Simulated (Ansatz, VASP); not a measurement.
# Two plane-wave programs on Ir

Contents of INCAR:

```
SYSTEM = Ir
  PREC = Accurate
  ENCUT = 520
  EDIFF = 1E-6
  ISMEAR = -1
  SIGMA = 0.1
  LREAL = .FALSE.
  LASPH = .TRUE.
  NELM = 100
  ALGO = Normal
  ISIF = 2
  LWAVE = .FALSE.
  LCHARG = .TRUE.
  GGA = PE
  LELF = .TRUE.
  LVHAR = .TRUE.
  NBANDS = 26
```

File KPOINTS:

```
regular mesh
0
G
  15 15 4
  0 0 0
```

File POSCAR:

```
Ir
1.0
    2.7755050275      0.0000000000      0.0000000000
   -1.3877525138      2.4036578622      0.0000000000
    0.0000000000      0.0000000000      9.0673313874
Ir
4
Direct
    1.0000000000      1.0000000000      0.0000000000
    1.0000000000      1.0000000000      0.5000000000
    0.3333333333      0.6666666667      0.2500000000
    0.6666666667      0.3333333333      0.7500000000
```

Input for Ansatz:

```yaml
crystal:
  lattice:
    - [2.7755050275, 0.0, 0.0]
    - [-1.3877525138, 2.4036578622, 0.0]
    - [0.0, 0.0, 9.0673313874]
  atoms:
    - { symbol: Ir, position: [1.0, 1.0, 0.0] }
    - { symbol: Ir, position: [1.0, 1.0, 0.5] }
    - { symbol: Ir, position: [0.3333333333, 0.6666666667, 0.25] }
    - { symbol: Ir, position: [0.6666666667, 0.3333333333, 0.75] }
hamiltonian:
  xc: pbe
  pseudopotentials:
    kind: paw
    azcp:
      Ir: "pseudopotentials/Ir.paw.azcp"
basis:
  ecutwfc: 420
  fft_grid_basis: typed
kpoints:
  mp_grid: { grid: [15, 15, 4], shift: [0, 0, 0] }
magnetization:
  spin_polarized: false
scf:
  occupations: { method: fermi_dirac, width: 0.1 }
  lower_state_search: "off"
output:
  stress: true
  write_density: true
  write_potential: true
  elf: true
  volumetric_format: npy
```

Alike in both runs: task single point; functional PBE; k mesh 15 × 15 × 4; occupations fermi-dirac, width 0.1 eV; no spin polarisation.

```csv
,VASP,Ansatz
version,VASP 6.6.1,Ansatz 0.2.0
potentials or method,"VASP PAW PBE potentials, release 64 (Ir), cutoff 520 eV","plane waves (420 eV) with PAW, scalar-relativistic"
valence electrons in the cell,36,68
```

VASP gave:

```
pressure (GPa)                                                : -12.0
traceless stress, the component that is largest in VASP (GPa) : -0.06
```

Problem. Estimate Ansatz's values.

Solution. Pressure (GPa): -12.4; traceless stress, the component that is largest in VASP (GPa): -0.07.

With one functional, cell and mesh, what is left measures potentials, basis and numerics. VASP's potentials hold 36 valence electrons a cell and Ansatz's 68, so a difference there can come from the potentials and not from the codes.

Neither program's run includes spin-orbit coupling.
